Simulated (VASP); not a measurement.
The system is SnTe3As.

```
Sn Te As
1.0
     7.30658    0.00000    0.00000
    -3.65329    6.32768    0.00000
     0.00000    0.00000    6.49646
Sn Te As
2 6 2
Direct
  0.66667 0.33333 0.25000
  0.33333 0.66667 0.75000
  0.32532 0.16266 0.75000
  0.67468 0.83734 0.25000
  0.83734 0.16266 0.75000
  0.16266 0.83734 0.25000
  0.83734 0.67468 0.75000
  0.16266 0.32532 0.25000
  0.00000 0.00000 0.50000
  0.00000 0.00000 0.00000
```

The cell was generated, and may not be a known phase.

* Program: VASP 6.6.1
* Task: relaxation of cell and atoms
* Functional: PBE
* Potentials or basis: VASP PAW PBE potentials, release 64 (Sn_d, Te, As)
* Cutoff: 600 eV
* k mesh: 3 × 3 × 4
* Occupations: gaussian, width 0.1 eV
* Spin: no spin polarisation

At the start: pressure 6.1 GPa; volume 30.04 Å³/atom.

Q: How do energy, volume and symmetry change on relaxing?

A: Over 9 steps the energy falls by 163.3 meV/atom and the volume is 30.84 Å³/atom (+2.7 %); space group P6_3/mmc (No. 194, to 0.1 Å) before and after.

The path:
```csv
step,energy change (eV),largest force (eV/Å),pressure (GPa),volume (Å³)
1,0.0000,2.6510,6.12,300.36
2,-0.9658,0.0163,-3.67,353.06
3,-1.1943,0.5979,-1.49,334.54
4,-1.4136,0.4935,-0.99,324.74
5,-1.6150,0.0786,0.94,302.82
6,-1.6206,0.1830,0.52,306.51
7,-1.6211,0.1579,0.62,305.57
8,-1.6291,0.1039,-0.24,309.98
9,-1.6326,0.0120,0.06,308.39
```

Final structure:
```
Sn Te As
1.0
     7.25390    0.00000    0.00000
    -3.62695    6.28206    0.00000
     0.00000    0.00000    6.76741
Sn Te As
2 6 2
Cartesian
  3.6269 2.0940 1.6919
  0.0000 4.1880 5.0756
  1.9469 1.1240 5.0756
  1.6801 5.1580 1.6919
  5.3070 1.1240 5.0756
  -1.6801 5.1580 1.6919
  3.6269 4.0340 5.0756
  0.0000 2.2480 1.6919
  0.0000 0.0000 3.3837
  0.0000 0.0000 0.0000
```
